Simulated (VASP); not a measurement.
# Pd (Fd-3m) in VASP: a series of runs

Pd is run at these levels: LDA; tasks: single point.

Everything below comes from runs of VASP 6.6.1. Logs are shortened: lines on timing, memory, paths and dates and some standing lists are left out, and cuts for length are marked.

## (1) The cell of the first run

The structure is cubic, space group Fd-3m (No. 227). The conventional cell has a = 5.357 Å, b = 5.357 Å, c = 5.357 Å, α = 90.00°, β = 90.00°, γ = 90.00°. Within 3.1 Å of Pd (site symmetry -43m) lie 4 Pd at 2.32 Å.

This isn't the form of Pd at room conditions, which is fcc.

## (2) Single point, LDA

The input, INCAR:

```
SYSTEM = Pd
PREC     = Accurate       ! precision mode
ENCUT    = 500            ! plane-wave cutoff, eV
EDIFF    = 1E-6           ! SCF threshold, eV
ISMEAR   = -1             ! smearing method
SIGMA    = 0.05           ! smearing width, eV
LREAL    = .False.        ! projectors in reciprocal space
LASPH    = .True.         ! aspherical terms in the spheres
NELM     = 120            ! most SCF steps
ALGO     = Normal         ! electronic algorithm
ISIF     = 2              ! what is computed and relaxed
LWAVE    = .False.        ! write WAVECAR
LCHARG   = .False.        ! write CHGCAR
NBANDS   = 17             ! bands
GGA_COMPAT= .False.
```

The input, KPOINTS:

```
Automatic mesh
0
Gamma
  8 8 8
  0 0 0
```

The input, POSCAR:

```
Pd
1.0
    0.0000000000      2.6784821323      2.6784821323
    2.6784821323      0.0000000000      2.6784821323
    2.6784821323      2.6784821323      0.0000000000
Pd
2
Direct
    1.0000000000      1.0000000000      1.0000000000
    0.2500000000      0.2500000000      0.2500000000
```

Potentials or basis: VASP PAW LDA potentials, release 64 (Pd).

Run with:

```bash
$ cat potpaw_LDA.64/Pd/POTCAR > POTCAR
$ mpirun -np 1 vasp_std > vasp.out
```

OUTCAR:

```text
SYSTEM = Pd
   PREC = Accurate
   ENCUT = 500
   EDIFF = 1E-6
   ISMEAR = -1
   LREAL = .False.
   LASPH = .True.
   NELM = 120
   ISIF = 2

 ion  position               nearest neighbor table
   1  0.000  0.000  0.000-   2 2.32   2 2.32   2 2.32   2 2.32
   2  0.250  0.250  0.250-   1 2.32   1 2.32   1 2.32   1 2.32

  LATTYP: Found a face centered cubic cell.
 ALAT       =     5.3569642646

  Lattice vectors:

 A1 = (   0.0000000000,   2.6784821323,   2.6784821323)
 A2 = (   2.6784821323,   0.0000000000,   2.6784821323)
 A3 = (   2.6784821323,   2.6784821323,   0.0000000000)

Analysis of symmetry for initial positions (statically):
=====================================================================
 Subroutine PRICEL returns:
 Original cell was already a primitive cell.

 Routine SETGRP: Setting up the symmetry group for a
 face centered cubic supercell.

 Subroutine GETGRP returns: Found 48 space group operations
 (whereof 24 operations were pure point group operations)
 out of a pool of 48 trial point group operations.

The static configuration has the point symmetry T_d .
 The point group associated with its full space group is O_h .

Analysis of symmetry for dynamics (positions and initial velocities):
=====================================================================
 Subroutine PRICEL returns:
 Original cell was already a primitive cell.

 Routine SETGRP: Setting up the symmetry group for a
 face centered cubic supercell.

 Subroutine GETGRP returns: Found 48 space group operations
 (whereof 24 operations were pure point group operations)
 out of a pool of 48 trial point group operations.

The dynamic configuration has the point symmetry T_d .
 The point group associated with its full space group is O_h .

 Subroutine INISYM returns: Found 48 space group operations
 (whereof 24 operations are pure point group operations),
 and found     1 'primitive' translations

----------------------------------------------------------------------------------------

                                     Primitive cell

  volume of cell :      38.4323

  direct lattice vectors                    reciprocal lattice vectors
     0.000000000  2.678482132  2.678482132    -0.186672890  0.186672890  0.186672890
     2.678482132  0.000000000  2.678482132     0.186672890 -0.186672890  0.186672890
     2.678482132  2.678482132  0.000000000     0.186672890  0.186672890 -0.186672890

  length of vectors
     3.787945758  3.787945758  3.787945758     0.323326930  0.323326930  0.323326930

  position of ions in fractional coordinates (direct lattice)
     0.000000000  0.000000000  0.000000000
     0.250000000  0.250000000  0.250000000

  ion indices of the primitive-cell ions
   primitive index   ion index
                 1           1
                 2           2

----------------------------------------------------------------------------------------

 KPOINTS: Automatic mesh

Automatic generation of k-mesh.
 Grid dimensions read from file:
 generate k-points for:    8    8    8

 Generating k-lattice:

  Cartesian coordinates                     Fractional coordinates (reciprocal lattice)
    -0.023334111  0.023334111  0.023334111     0.125000000  0.000000000  0.000000000
     0.023334111 -0.023334111  0.023334111     0.000000000  0.125000000  0.000000000
     0.023334111  0.023334111 -0.023334111     0.000000000  0.000000000  0.125000000

  Length of vectors
     0.040415866  0.040415866  0.040415866

  Shift w.r.t. Gamma in fractional coordinates (k-lattice)
     0.000000000  0.000000000  0.000000000

 Subroutine IBZKPT returns following result:
 ===========================================

 Found     29 irreducible k-points:

 Following reciprocal coordinates:
            Coordinates               Weight
  0.000000  0.000000  0.000000      1.000000
  0.125000  0.000000  0.000000      8.000000
  0.250000  0.000000  0.000000      8.000000
  0.375000  0.000000  0.000000      8.000000
  0.500000  0.000000  0.000000      4.000000
  0.125000  0.125000  0.000000      6.000000
[... 16 lines left out ...]
  0.500000  0.250000  0.125000     48.000000
 -0.375000  0.250000  0.125000     24.000000
 [... further k-points ...]
   k-points           NKPTS =     29   k-points in BZ     NKDIM =     29   number of bands    NBANDS=     17
   number of dos      NEDOS =    301   number of ions     NIONS =      2
   total plane-waves  NPLWV =  21952
   dimension x,y,z NGX =    28 NGY =   28 NGZ =   28
   dimension x,y,z NGXF=    56 NGYF=   56 NGZF=   56
   ions per type =               2
   NGX,Y,Z   is equivalent  to a cutoff of  12.29, 12.29, 12.29 a.u.
   NGXF,Y,Z  is equivalent  to a cutoff of  24.58, 24.58, 24.58 a.u.
 SYSTEM =  Pd
   PREC   = accura    normal or accurate (medium, high low for compatibility)
   ISTART =      0    job   : 0-new  1-cont  2-samecut
   ICHARG =      2    charge: 1-file 2-atom 10-const
   ISPIN  =      1    spin polarized calculation?
   LNONCOLLINEAR =      F non collinear calculations
   LSORBIT =      F    spin-orbit coupling
   LASPH  =      T    aspherical Exc in radial PAW
   ENCUT  =  500.0 eV  36.75 Ry    6.06 a.u.   6.91  6.91  6.91*2*pi/ulx,y,z
   NELM   =    120;   NELMIN=  2; NELMDL= -5     # of ELM steps
   EDIFF  = 0.1E-05   stopping-criterion for ELM
   LREAL  =      F    real-space projection
   EDIFFG = 0.1E-04   stopping-criterion for IOM
   NSW    =      0    number of steps for IOM
   IBRION =     -1    ionic relax: 0-MD 1-quasi-New 2-CG
   NFREE  =      0    steps in history (QN), initial steepest desc. (CG)
   ISIF   =      2    stress and relaxation
   ISYM   =      2    0-nonsym 1-usesym 2-fastsym
   POTIM  = 0.5000    time-step for ionic-motion
   TEBEG  =    0.0;   TEEND  =   0.0 temperature during run
   PSTRESS=    0.0 pullay stress
   NELECT =      20.0000    total number of electrons
   NUPDOWN=      -1.0000    fix difference up-down
   EMIN   =  10.00;   EMAX   =-10.00  energy-range for DOS
   EFERMI =   0.00;   METHOD = LEGACY
   ISMEAR =    -1;   SIGMA  =   0.05  broadening in eV -4-tet -1-fermi 0-gaus
   EFERMI_NEDOS =   21; number of points for ismear=-14 and -15
   IALGO  =     38    algorithm
   IMIX   =      4    mixing-type and parameters
     AMIX     =   0.40;   BMIX     =  1.00
     AMIX_MAG =   1.60;   BMIX_MAG =  1.00
  volume/ion in A,a.u.               =      19.22       129.68
  Fermi-wavevector in a.u.,A,eV,Ry     =   1.316799  2.488389 23.591944  1.733959
  Thomas-Fermi vector in A             =   2.446885
   LORBIT       =      0    0 simple, 1 ext, 2 COOP (PROOUT), +10 PAW based schemes
   GGA     = CA    functional components
   LHFCALC =     F    Hartree Fock is set to
   AEXX    =    0.0000 exact exchange contribution
   IVDW    =     0    specifies the selected vdW correction
   LEPSILON=     F    determine dielectric tensor
   LRPA    =     F    only Hartree local field effects (RPA)
 non-spin polarized calculation
  energy-cutoff  :      500.00
  volume of cell :       38.43
 maximum number of plane-waves:       992
   NGX = 13   NGY = 13   NGZ = 13

 number of electron      20.0000009 magnetization

 Free energy of the ion-electron system (eV)
  ---------------------------------------------------
  ext. energy  EPLUGINS =         0.00000000
  ---------------------------------------------------
  free energy    TOTEN  =        -9.91296451 eV

  energy without entropy =       -9.86616976  energy(sigma->0) =       -9.88956714

 E-fermi :   6.5262     XC(G=0): -11.6171

 val. band max:        6.5203209748   @ k =   0.1250   0.1250   0.0000
 cond. band min:       6.5271243806   @ k =  -0.1250   0.1250   0.0000
 fundamental gap:      0.0068034057
 Fermi energy:         6.5262395025

 k-point     1 :       0.0000    0.0000    0.0000
  band No.  band energies     occupation
      1       0.5638      2.00000
      2       1.7842      2.00000
      3       1.7842      2.00000
      4       2.1052      2.00000
      5       2.1052      2.00000
      6       2.1052      2.00000
[... 9 lines left out ...]
     16      20.1382      0.00000
     17      20.3863      0.00000

 k-point     2 :       0.1250    0.0000    0.0000
  band No.  band energies     occupation
      1       0.8358      2.00000
      2       1.6497      2.00000
      3       1.6497      2.00000
      4       2.1116      2.00000
      5       2.3159      2.00000
      6       2.3159      2.00000
[... 9 lines left out ...]
     16      20.8650      0.00000
     17      21.2052      0.00000

 k-point     3 :       0.2500    0.0000    0.0000
  band No.  band energies     occupation
      1       1.4686      2.00000
      2       1.5897      2.00000
      3       1.5897      2.00000
      4       2.2265      2.00000
      5       2.4842      2.00000
      6       2.4842      2.00000
[... 9 lines left out ...]
     16      20.9859      0.00000
     17      20.9859      0.00000

 k-point     4 :       0.3750    0.0000    0.0000
  band No.  band energies     occupation
      1       1.7139      2.00000
      2       1.7139      2.00000
      3       1.8424      2.00000
      4       2.3464      2.00000
      5       2.3464      2.00000
      6       2.4996      2.00000
[... 9 lines left out ...]
     16      20.6527      0.00000
     17      20.6527      0.00000
[... 343 lines left out ...]
      1       1.2303      2.00000
      2       1.6607      2.00000
      3       2.1148      2.00000
      4       2.3338      2.00000
      5       2.3893      2.00000
      6       3.1193      2.00000
[... 9 lines left out ...]
     16      19.6923      0.00000
     17      21.9048      0.00000

 k-point    23 :       0.5000    0.2500    0.1250
  band No.  band energies     occupation
      1       1.2758      2.00000
      2       1.4757      2.00000
      3       2.2365      2.00000
      4       2.4049      2.00000
      5       2.8051      2.00000
      6       3.1350      2.00000
[... 9 lines left out ...]
     16      21.0831      0.00000
     17      22.0962      0.00000

 k-point    24 :      -0.3750    0.2500    0.1250
  band No.  band energies     occupation
      1       1.2690      2.00000
      2       1.4616      2.00000
      3       2.1653      2.00000
      4       2.5939      2.00000
      5       2.8456      2.00000
      6       2.9940      2.00000
[... 9 lines left out ...]
     16      21.3770      0.00000
     17      23.5474      0.00000

 [... further k-points ...]
[... 5 lines left out ...]
  --------------------------------------------------------------------------------------
  -------------------------------------------------------------------------------------
  Total        4.5811251      4.5811251      4.5811251      0.0000000      0.0000000      0.0000000
  in kB      190.9793786    190.9793786    190.9793786      0.0000000      0.0000000      0.0000000
  external PRESSURE =     190.9793786 kB  Pullay stress =       0.0000000 kB

 VOLUME and BASIS-vectors are now :
 -----------------------------------------------------------------------------
  energy-cutoff  :      500.00
  volume of cell :       38.43
      direct lattice vectors                 reciprocal lattice vectors
     0.000000000  2.678482132  2.678482132    -0.186672890  0.186672890  0.186672890
     2.678482132  0.000000000  2.678482132     0.186672890 -0.186672890  0.186672890
     2.678482132  2.678482132  0.000000000     0.186672890  0.186672890 -0.186672890

 POSITION                                       TOTAL-FORCE (eV/Angst)
 -----------------------------------------------------------------------------------
      0.00000      0.00000      0.00000        -0.000000     -0.000000     -0.000000
      1.33924      1.33924      1.33924         0.000000      0.000000      0.000000
 -----------------------------------------------------------------------------------
    total drift:                                0.000000      0.000000      0.000000

  FREE ENERGIE OF THE ION-ELECTRON SYSTEM (eV)
  ---------------------------------------------------
  free  energy   TOTEN  =        -9.9129645144 eV

  energy  without entropy=       -9.8661697557  energy(sigma->0) =       -9.88956714
```

Wall time 23 s (1 thread of AMD EPYC 7R43 (Zen 3), shared host); peak memory 0.11 GiB.

Results:

- Free energy: -9.9130 eV
- Pressure: 19.1 GPa
- Band gap on the k mesh: zero (bands 10 and 11 overlap by 0.59 eV)

Caveat: the cell stands under pressure.

## (3) Single point, LDA

This run uses another cell than the first one, of 20.36 Å³/atom.

The input, INCAR:

```
  PREC = Accurate
  ENCUT = 500
  EDIFF = 1E-6
  ISMEAR = -1
  SIGMA = 0.05
  LREAL = F
  LASPH = T
  NELM = 120
  ALGO = Normal
  ISIF = 2
  LWAVE = F
  LCHARG = F
  NBANDS = 17
  GGA_COMPAT = F
```

The input, KPOINTS:

```
Automatic mesh
0
Gamma
  8 8 8
```

The input, POSCAR:

```
Pd
1.0
    0.0000000000      2.7306425409      2.7306425409
    2.7306425409      0.0000000000      2.7306425409
    2.7306425409      2.7306425409      0.0000000000
Pd
2
Direct
    1.0000000000      1.0000000000      1.0000000000
    0.2500000000      0.2500000000      0.2500000000
```

Potentials or basis: VASP PAW LDA potentials, release 64 (Pd).

Run with:

```bash
$ cat potpaw_LDA.64/Pd/POTCAR > POTCAR
$ mpirun -np 1 vasp_std > vasp.out
```

OUTCAR:

```text
PREC = Accurate
   ENCUT = 500
   EDIFF = 1E-6
   ISMEAR = -1
   LREAL = F
   LASPH = T
   NELM = 120
   ISIF = 2

 ion  position               nearest neighbor table
   1  0.000  0.000  0.000-   2 2.36   2 2.36   2 2.36   2 2.36
   2  0.250  0.250  0.250-   1 2.36   1 2.36   1 2.36   1 2.36

  LATTYP: Found a face centered cubic cell.
 ALAT       =     5.4612850818

  Lattice vectors:

 A1 = (   0.0000000000,   2.7306425409,   2.7306425409)
 A2 = (   2.7306425409,   0.0000000000,   2.7306425409)
 A3 = (   2.7306425409,   2.7306425409,   0.0000000000)

Analysis of symmetry for initial positions (statically):
=====================================================================
 Subroutine PRICEL returns:
 Original cell was already a primitive cell.

 Routine SETGRP: Setting up the symmetry group for a
 face centered cubic supercell.

 Subroutine GETGRP returns: Found 48 space group operations
 (whereof 24 operations were pure point group operations)
 out of a pool of 48 trial point group operations.

The static configuration has the point symmetry T_d .
 The point group associated with its full space group is O_h .
[... 155 lines left out ...]
  ext. energy  EPLUGINS =         0.00000000
  ---------------------------------------------------
  free energy    TOTEN  =       -10.11412901 eV

  energy without entropy =      -10.06315199  energy(sigma->0) =      -10.08864050

 E-fermi :   5.7296     XC(G=0): -11.2989

 val. band max:        5.7264007548   @ k =  -0.2500   0.3750   0.1250
 cond. band min:       5.7328066614   @ k =   0.3750   0.1250   0.0000
 fundamental gap:      0.0064059067
 Fermi energy:         5.7296143140

 k-point     1 :       0.0000    0.0000    0.0000
  band No.  band energies     occupation
      1       0.1513      2.00000
      2       1.3891      2.00000
      3       1.3891      2.00000
      4       1.6441      2.00000
      5       1.6441      2.00000
      6       1.6441      2.00000
[... 457 lines left out ...]
      4       2.1193      2.00000
      5       2.3000      2.00000
      6       2.4802      2.00000
[... 9 lines left out ...]
     16      20.0936      0.00000
     17      22.4378      0.00000

 [... further k-points ...]
[... 5 lines left out ...]
  --------------------------------------------------------------------------------------
  -------------------------------------------------------------------------------------
  Total        2.4114623      2.4114623      2.4114623      0.0000000      0.0000000     -0.0000000
  in kB       94.8782148     94.8782148     94.8782148      0.0000000      0.0000000     -0.0000000
  external PRESSURE =      94.8782148 kB  Pullay stress =       0.0000000 kB

 VOLUME and BASIS-vectors are now :
 -----------------------------------------------------------------------------
  energy-cutoff  :      500.00
  volume of cell :       40.72
      direct lattice vectors                 reciprocal lattice vectors
     0.000000000  2.730642541  2.730642541    -0.183107087  0.183107087  0.183107087
     2.730642541  0.000000000  2.730642541     0.183107087 -0.183107087  0.183107087
     2.730642541  2.730642541  0.000000000     0.183107087  0.183107087 -0.183107087

 POSITION                                       TOTAL-FORCE (eV/Angst)
 -----------------------------------------------------------------------------------
      0.00000      0.00000      0.00000        -0.000000     -0.000000     -0.000000
      1.36532      1.36532      1.36532         0.000000      0.000000      0.000000
 -----------------------------------------------------------------------------------
    total drift:                                0.000000      0.000000      0.000000

  FREE ENERGIE OF THE ION-ELECTRON SYSTEM (eV)
  ---------------------------------------------------
  free  energy   TOTEN  =       -10.1141290120 eV

  energy  without entropy=      -10.0631519855  energy(sigma->0) =      -10.08864050
```

stdout:

```text
POSCAR found type information on POSCAR Pd
 POSCAR found :  1 types and       2 ions
 scaLAPACK will be used
 LDA part: xc-table for (Slater(with rela. corr.)+CA(PZ))
 , standard interpolation
 POSCAR, INCAR and KPOINTS ok, starting setup
 FFT: planning ... GRIDC
 FFT: planning ... GRID_SOFT
 FFT: planning ... GRID
 WAVECAR not read
 entering main loop
```

Run time: 22 s. Hardware: 1 thread of AMD EPYC 7R43 (Zen 3), shared host; peak memory 0.1 GiB.

Results:

| Property | Result |
| --- | --- |
| Free energy | -10.1141 eV |
| Pressure | 9.5 GPa |
| Band gap on the k mesh | zero (bands 10 and 11 overlap by 0.54 eV) |

Caveat: the cell stands under pressure.
